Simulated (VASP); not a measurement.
Here is a VASP 6.6.1 calculation.

POSCAR

```
HfO2
1.0
    4.8768731851      0.0000000000      0.0000000000
    0.0000000000      4.8768731851      0.0000000000
    0.0000000000      0.0000000000      3.2476014162
Hf O
2 4
Direct
    0.0000000000      0.0000000000      0.0000000000
    0.5000000000      0.5000000000      0.5000000000
    0.1949600000      0.8050400000      0.5000000000
    0.3050400000      0.3050400000      0.0000000000
    0.6949600000      0.6949600000      0.0000000000
    0.8050400000      0.1949600000      0.5000000000
```

The input INCAR.step1:

```
SYSTEM = HfO2
PREC = Accurate
ENCUT = 520
ISMEAR = 0
SIGMA = 0.01
LREAL = .False.
LASPH = .True.
NELM = 80
NBANDS = 31
GGA = PE
ALGO = Normal
EDIFF = 1E-4
LWAVE = .True.
LCHARG = .False.
```

INCAR.step2

```
SYSTEM = HfO2
PREC = Accurate
ENCUT = 520
EDIFF = 1E-7
ISMEAR = 0
SIGMA = 0.01
LREAL = .False.
LASPH = .True.
NELM = 80
ALGO = Normal
ISIF = 2
LWAVE = .False.
LCHARG = .False.
METAGGA = R2SCAN
LMIXTAU = .True.
NBANDS = 31
ISTART = 1
```

File KPOINTS:

```
regular mesh
0
Gamma
  4 4 6
  0 0 0
```

Potentials or basis: VASP PAW PBE potentials, release 64 (Hf_pv, O).

The run is started by

```bash
$ cat potpaw_PBE.64/Hf_pv/POTCAR potpaw_PBE.64/O/POTCAR > POTCAR
$ cp INCAR.step1 INCAR
$ mpirun -np 1 vasp_std > vasp.out
$ cp INCAR.step2 INCAR
$ mpirun -np 1 vasp_std > vasp.out
```

Q: Predict the pressure.

A: -8.5 GPa.

Q: What does it give for the largest force?

A: 0.137 eV/Å.

Q: What does it give for the band gap on the k mesh?

A: 4.37 eV, direct.

Stress tensor (GPa, compression positive):
```
 -7.69   0.00   0.00
  0.00  -7.69   0.00
  0.00   0.00 -10.11
```

Caveat: the PAW data sets were made with another functional, which shifts forces and pressure a little; spin-orbit coupling is left out, which moves the levels of the heavy elements. r2SCAN opens gaps a little over a GGA but as a rule still falls short of measured ones.
